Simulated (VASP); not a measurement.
# MgO (Fm-3m) in VASP: single point with HSE06

Aim: the single point of MgO with HSE06.

Everything below comes from runs of VASP 6.6.1. Logs are shortened: lines on timing, memory, paths and dates and some standing lists are left out, and cuts for length are marked.

### 1 The cell of the first run

The structure is cubic, space group Fm-3m (No. 225). The conventional cell has a = 4.214 Å, b = 4.214 Å, c = 4.214 Å, α = 90.00°, β = 90.00°, γ = 90.00°. Within 2.8 Å of O (site symmetry m-3m) lie 6 Mg at 2.11 Å. Mg (site symmetry m-3m) has 6 O at 2.11 Å within 2.8 Å.

### 2 Single point, HSE06

POSCAR reads:

```
MgO
1.0
    8.4288080000      0.0000000000      0.0000000000
    0.0000000000      8.4288080000      0.0000000000
    0.0000000000      0.0000000000      8.4288080000
O Mg
32 32
Direct
    0.2500000000      0.0000000000      0.0000000000
    0.2500000000      0.0000000000      0.5000000000
    0.2500000000      0.5000000000      0.0000000000
    0.2500000000      0.5000000000      0.5000000000
    0.7500000000      0.0000000000      0.0000000000
    0.7500000000      0.0000000000      0.5000000000
    0.7500000000      0.5000000000      0.0000000000
    0.7500000000      0.5000000000      0.5000000000
    0.0000000000      0.2500000000      0.0000000000
    0.0000000000      0.2500000000      0.5000000000
    0.0000000000      0.7500000000      0.0000000000
    0.0000000000      0.7500000000      0.5000000000
    0.5000000000      0.2500000000      0.0000000000
    0.5000000000      0.2500000000      0.5000000000
    0.5000000000      0.7500000000      0.0000000000
    0.5000000000      0.7500000000      0.5000000000
    0.0000000000      0.0000000000      0.2500000000
    0.0000000000      0.0000000000      0.7500000000
    0.0000000000      0.5000000000      0.2500000000
    0.0000000000      0.5000000000      0.7500000000
    0.5000000000      0.0000000000      0.2500000000
    0.5000000000      0.0000000000      0.7500000000
    0.5000000000      0.5000000000      0.2500000000
    0.5000000000      0.5000000000      0.7500000000
    0.2500000000      0.2500000000      0.2500000000
    0.2500000000      0.2500000000      0.7500000000
    0.2500000000      0.7500000000      0.2500000000
    0.2500000000      0.7500000000      0.7500000000
    0.7500000000      0.2500000000      0.2500000000
    0.7500000000      0.2500000000      0.7500000000
    0.7500000000      0.7500000000      0.2500000000
    0.7500000000      0.7500000000      0.7500000000
    0.0000000000      0.0000000000      0.0000000000
    0.0000000000      0.0000000000      0.5000000000
    0.0000000000      0.5000000000      0.0000000000
    0.0000000000      0.5000000000      0.5000000000
    0.5000000000      0.0000000000      0.0000000000
    0.5000000000      0.0000000000      0.5000000000
    0.5000000000      0.5000000000      0.0000000000
    0.5000000000      0.5000000000      0.5000000000
    0.2500000000      0.2500000000      0.0000000000
    0.2500000000      0.2500000000      0.5000000000
    0.2500000000      0.7500000000      0.0000000000
    0.2500000000      0.7500000000      0.5000000000
    0.7500000000      0.2500000000      0.0000000000
    0.7500000000      0.2500000000      0.5000000000
    0.7500000000      0.7500000000      0.0000000000
    0.7500000000      0.7500000000      0.5000000000
    0.2500000000      0.0000000000      0.2500000000
    0.2500000000      0.0000000000      0.7500000000
    0.2500000000      0.5000000000      0.2500000000
    0.2500000000      0.5000000000      0.7500000000
    0.7500000000      0.0000000000      0.2500000000
    0.7500000000      0.0000000000      0.7500000000
    0.7500000000      0.5000000000      0.2500000000
    0.7500000000      0.5000000000      0.7500000000
    0.0000000000      0.2500000000      0.2500000000
    0.0000000000      0.2500000000      0.7500000000
    0.0000000000      0.7500000000      0.2500000000
    0.0000000000      0.7500000000      0.7500000000
    0.5000000000      0.2500000000      0.2500000000
    0.5000000000      0.2500000000      0.7500000000
    0.5000000000      0.7500000000      0.2500000000
    0.5000000000      0.7500000000      0.7500000000
```

INCAR.step1 reads:

```
SYSTEM = MgO
  ALGO = Normal
  EDIFF = 1E-5
  ENCUT = 520
  GGA = PE
  ISIF = 2
  ISMEAR = -1
  LASPH = .TRUE.
  LCHARG = .FALSE.
  LREAL = Auto
  LWAVE = .TRUE.
  NBANDS = 166
  NELM = 80
  PREC = Accurate
  SIGMA = 0.05
```

INCAR.step2 reads:

```
SYSTEM = MgO
  ALGO = Normal
  EDIFF = 1E-6
  ENCUT = 520
  GGA = PE
  HFSCREEN = 0.2079
  ISIF = 2
  ISMEAR = -1
  ISTART = 1
  LASPH = .TRUE.
  LCHARG = .FALSE.
  LHFCALC = .TRUE.
  LREAL = Auto
  LWAVE = .FALSE.
  NBANDS = 166
  NELM = 80
  PREC = Accurate
  PRECFOCK = Fast
  SIGMA = 0.05
```

KPOINTS reads:

```
k-points
0
G
  1 1 1
  0 0 0
```

Potentials or basis: VASP PAW PBE potentials, release 64 (O, Mg).

Command:

```bash
$ cat potpaw_PBE.64/O/POTCAR potpaw_PBE.64/Mg/POTCAR > POTCAR
$ cp INCAR.step1 INCAR
$ mpirun -np 1 vasp_gam > vasp.out
$ cp INCAR.step2 INCAR
$ mpirun -np 1 vasp_gam > vasp.out
```

OUTCAR:

```text
SYSTEM = MgO
   EDIFF = 1E-6
   ENCUT = 520
   GGA = PE
   HFSCREEN = 0.2079
   ISIF = 2
   ISMEAR = -1
   ISTART = 1
   LASPH = .TRUE.
   LHFCALC = .TRUE.
   LREAL = Auto
   NELM = 80
   PREC = Accurate
   PRECFOCK = Fast

 ion  position               nearest neighbor table
   1  0.250  0.000  0.000-  33 2.11  37 2.11  41 2.11  43 2.11  49 2.11  50 2.11
   2  0.250  0.000  0.500-  34 2.11  38 2.11  42 2.11  44 2.11  49 2.11  50 2.11
   3  0.250  0.500  0.000-  35 2.11  39 2.11  41 2.11  43 2.11  51 2.11  52 2.11
   4  0.250  0.500  0.500-  36 2.11  40 2.11  42 2.11  44 2.11  51 2.11  52 2.11
   5  0.750  0.000  0.000-  33 2.11  37 2.11  45 2.11  47 2.11  53 2.11  54 2.11
   6  0.750  0.000  0.500-  34 2.11  38 2.11  46 2.11  48 2.11  53 2.11  54 2.11
[... 76 lines left out ...]
  58  0.000  0.250  0.750-   9 2.11  10 2.11  18 2.11  20 2.11  26 2.11  30 2.11  33 2.98  34 2.98
                            35 2.98  36 2.98  41 2.98  42 2.98  45 2.98  46 2.98  50 2.98  52 2.98
  59  0.000  0.750  0.250-  11 2.11  12 2.11  17 2.11  19 2.11  27 2.11  31 2.11  33 2.98  34 2.98
                            35 2.98  36 2.98  43 2.98  44 2.98  47 2.98  48 2.98  49 2.98  51 2.98
  60  0.000  0.750  0.750-  11 2.11  12 2.11  18 2.11  20 2.11  28 2.11  32 2.11  33 2.98  34 2.98
                            35 2.98  36 2.98  43 2.98  44 2.98  47 2.98  48 2.98  50 2.98  52 2.98
  61  0.500  0.250  0.250-  13 2.11  14 2.11  21 2.11  23 2.11  25 2.11  29 2.11  37 2.98  38 2.98
                            39 2.98  40 2.98  41 2.98  42 2.98  45 2.98  46 2.98  49 2.98  51 2.98
  62  0.500  0.250  0.750-  13 2.11  14 2.11  22 2.11  24 2.11  26 2.11  30 2.11  37 2.98  38 2.98
                            39 2.98  40 2.98  41 2.98  42 2.98  45 2.98  46 2.98  50 2.98  52 2.98
  63  0.500  0.750  0.250-  15 2.11  16 2.11  21 2.11  23 2.11  27 2.11  31 2.11  37 2.98  38 2.98
                            39 2.98  40 2.98  43 2.98  44 2.98  47 2.98  48 2.98  49 2.98  51 2.98
  64  0.500  0.750  0.750-  15 2.11  16 2.11  22 2.11  24 2.11  28 2.11  32 2.11  37 2.98  38 2.98
                            39 2.98  40 2.98  43 2.98  44 2.98  47 2.98  48 2.98  50 2.98  52 2.98

  LATTYP: Found a simple cubic cell.
 ALAT       =     8.4288080000

  Lattice vectors:

 A1 = (   8.4288080000,   0.0000000000,   0.0000000000)
 A2 = (   0.0000000000,   8.4288080000,   0.0000000000)
 A3 = (   0.0000000000,   0.0000000000,   8.4288080000)

Analysis of symmetry for initial positions (statically):
=====================================================================
 Subroutine PRICEL returns following result:

  LATTYP: Found a face centered cubic cell.
 ALAT       =     4.2144040000

  Lattice vectors:

 A1 = (   2.1072020000,  -2.1072020000,   0.0000000000)
 A2 = (   2.1072020000,   0.0000000000,   2.1072020000)
 A3 = (   0.0000000000,  -2.1072020000,   2.1072020000)

  32 primitive cells build up your supercell.

 Routine SETGRP: Setting up the symmetry group for a
 simple cubic supercell.

 Subroutine GETGRP returns: Found 48 space group operations
 (whereof 48 operations were pure point group operations)
 out of a pool of 48 trial point group operations.

The static configuration has the point symmetry O_h .

Analysis of symmetry for dynamics (positions and initial velocities):
=====================================================================
 Subroutine PRICEL returns following result:

  LATTYP: Found a face centered cubic cell.
 ALAT       =     4.2144040000

  Lattice vectors:

 A1 = (   2.1072020000,  -2.1072020000,   0.0000000000)
 A2 = (   2.1072020000,   0.0000000000,   2.1072020000)
 A3 = (   0.0000000000,  -2.1072020000,   2.1072020000)

  32 primitive cells build up your supercell.

 Routine SETGRP: Setting up the symmetry group for a
 simple cubic supercell.

 Subroutine GETGRP returns: Found 48 space group operations
 (whereof 48 operations were pure point group operations)
 out of a pool of 48 trial point group operations.

[... 46 lines left out ...]

  Shift w.r.t. Gamma in fractional coordinates (k-lattice)
     0.000000000  0.000000000  0.000000000

 Subroutine IBZKPT returns following result:
 ===========================================

 Found      1 irreducible k-points:

 Following reciprocal coordinates:
            Coordinates               Weight
  0.000000  0.000000  0.000000      1.000000
   k-points           NKPTS =      1   k-points in BZ     NKDIM =      1   number of bands    NBANDS=    166
   number of dos      NEDOS =    301   number of ions     NIONS =     64
   total plane-waves  NPLWV = 262144
   dimension x,y,z NGX =    64 NGY =   64 NGZ =   64
   dimension x,y,z NGXF=   128 NGYF=  128 NGZF=  128
   ions per type =              32  32
   NGX,Y,Z   is equivalent  to a cutoff of  12.62, 12.62, 12.62 a.u.
   NGXF,Y,Z  is equivalent  to a cutoff of  25.25, 25.25, 25.25 a.u.
 SYSTEM =  MgO
   PREC   = accura    normal or accurate (medium, high low for compatibility)
   ISTART =      1    job   : 0-new  1-cont  2-samecut
   ICHARG =      0    charge: 1-file 2-atom 10-const
   ISPIN  =      1    spin polarized calculation?
   LNONCOLLINEAR =      F non collinear calculations
   LSORBIT =      F    spin-orbit coupling
   LASPH  =      T    aspherical Exc in radial PAW
   ENCUT  =  520.0 eV  38.22 Ry    6.18 a.u.  15.67 15.67 15.67*2*pi/ulx,y,z
   NELM   =     80;   NELMIN=  2; NELMDL=  0     # of ELM steps
   EDIFF  = 0.1E-05   stopping-criterion for ELM
   LREAL  =      T    real-space projection
   EDIFFG = 0.1E-04   stopping-criterion for IOM
   NSW    =      0    number of steps for IOM
   IBRION =     -1    ionic relax: 0-MD 1-quasi-New 2-CG
   NFREE  =      0    steps in history (QN), initial steepest desc. (CG)
   ISIF   =      2    stress and relaxation
   ISYM   =      3    0-nonsym 1-usesym 2-fastsym
   POTIM  = 0.5000    time-step for ionic-motion
   TEBEG  =    0.0;   TEEND  =   0.0 temperature during run
   PSTRESS=    0.0 pullay stress
   NELECT =     256.0000    total number of electrons
   NUPDOWN=      -1.0000    fix difference up-down
   EMIN   =  10.00;   EMAX   =-10.00  energy-range for DOS
   EFERMI =   0.00;   METHOD = LEGACY
   ISMEAR =    -1;   SIGMA  =   0.05  broadening in eV -4-tet -1-fermi 0-gaus
   EFERMI_NEDOS =   21; number of points for ismear=-14 and -15
   IALGO  =     38    algorithm
   IMIX   =      1    mixing-type and parameters
     AMIX     =   0.40;   BMIX     =  1.00
     AMIX_MAG =   1.60;   BMIX_MAG =  1.00
  volume/ion in A,a.u.               =       9.36        63.14
  Fermi-wavevector in a.u.,A,eV,Ry     =   1.233262  2.330527 20.693577  1.520935
  Thomas-Fermi vector in A             =   2.367999
   LORBIT       =      0    0 simple, 1 ext, 2 COOP (PROOUT), +10 PAW based schemes
   GGA     = PE    functional components
   LHFCALC =     T    Hartree Fock is set to
   PRECFOCK=fast      Normal, Fast or Accurate (Low or Medium for compatibility)
   ENCUT4O =  -1.0   cutoff for four orbital integrals eV
   NKREDX  =     1    reduce k-point grid by
   NKREDY  =     1    reduce k-point grid by
   NKREDZ  =     1    reduce k-point grid by
   AEXX    =    0.2500 exact exchange contribution
   HFSCREEN=    0.2079 screening length (either q_TF or 0.3 A-1)
   HFSCREENC=   0.2079 screening length for correlation (either q_TF or 0.3 A-1)
   ENCUTFOCK=  -1.0 apply spherical cutoff to Coloumb kernel
   IVDW    =     0    specifies the selected vdW correction
   LEPSILON=     F    determine dielectric tensor
   LRPA    =     F    only Hartree local field effects (RPA)
 non-spin polarized calculation
  energy-cutoff  :      520.00
  volume of cell :      598.82
 maximum number of plane-waves:      8068
 NGX is ok and might be reduce to    64
  NGX = 32; NGY = 32; NGZ = 32

 number of electron     255.9999894 magnetization

 Free energy of the ion-electron system (eV)
  ---------------------------------------------------
  ext. energy  EPLUGINS =         0.00000000
  ---------------------------------------------------
  free energy    TOTEN  =      -454.79385509 eV

  energy without entropy =     -454.79385509  energy(sigma->0) =     -454.79385509

 E-fermi :   3.2821     XC(G=0):  -9.0881

 val. band max:        1.9243217933   @ k =   0.0000   0.0000   0.0000
 cond. band min:       8.3854153118   @ k =   0.0000   0.0000   0.0000
 fundamental gap:      6.4610935184
 Fermi energy:         3.2820647943

 k-point     1 :       0.0000    0.0000    0.0000
  band No.  band energies     occupation
      1     -16.8728      2.00000
      2     -16.0856      2.00000
      3     -16.0856      2.00000
      4     -16.0856      2.00000
      5     -16.0856      2.00000
      6     -16.0856      2.00000
[... 132 lines left out ...]
    139      11.8846      0.00000
    140      12.7899      0.00000
 [bands above 140 left out]

------------------------ aborting loop because EDIFF is reached ----------------------------------------

  FORCE on cell =-STRESS in cart. coord.  units (eV):
  Direction    XX          YY          ZZ          XY          YZ          ZX
  --------------------------------------------------------------------------------------
  -------------------------------------------------------------------------------------
  Total       -6.9336977     -6.9336977     -6.9336977     -0.0000000      0.0000000     -0.0000000
  in kB      -18.5514133    -18.5514133    -18.5514133     -0.0000000      0.0000000     -0.0000000
  external PRESSURE =     -18.5514133 kB  Pullay stress =       0.0000000 kB

 VOLUME and BASIS-vectors are now :
 -----------------------------------------------------------------------------
  energy-cutoff  :      520.00
  volume of cell :      598.82
      direct lattice vectors                 reciprocal lattice vectors
     8.428808000  0.000000000  0.000000000     0.118640738  0.000000000  0.000000000
     0.000000000  8.428808000  0.000000000     0.000000000  0.118640738  0.000000000
     0.000000000  0.000000000  8.428808000     0.000000000  0.000000000  0.118640738

 POSITION                                       TOTAL-FORCE (eV/Angst)
 -----------------------------------------------------------------------------------
      2.10720      0.00000      0.00000        -0.000000      0.000000      0.000000
      2.10720      0.00000      4.21440        -0.000000      0.000000      0.000000
      2.10720      4.21440      0.00000        -0.000000      0.000000      0.000000
      2.10720      4.21440      4.21440        -0.000000      0.000000      0.000000
      6.32161      0.00000      0.00000        -0.000000      0.000000      0.000000
      6.32161      0.00000      4.21440         0.000000      0.000000      0.000000
[... 56 lines left out ...]
      4.21440      6.32161      2.10720        -0.000000     -0.000000      0.000000
      4.21440      6.32161      6.32161        -0.000000      0.000000      0.000000
 -----------------------------------------------------------------------------------
    total drift:                                0.000132      0.000072     -0.000476

  FREE ENERGIE OF THE ION-ELECTRON SYSTEM (eV)
  ---------------------------------------------------
  free  energy   TOTEN  =      -454.7938550929 eV

  energy  without entropy=     -454.7938550929  energy(sigma->0) =     -454.79385509
```

Run time: 19 min. Hardware: 1 thread of AMD EPYC 7R13, shared host; peak memory 0.87 GiB.

What came out:

```
Free energy            : -454.7939 eV
Pressure               : -1.9 GPa
Band gap on the k mesh : 6.46 eV
```

Caveat: the k points lie up to 0.75 Å⁻¹ apart; the PAW data sets were made with another functional, which shifts forces and pressure a little; an odd mesh through Γ misses points on the zone boundary, where band edges can lie.
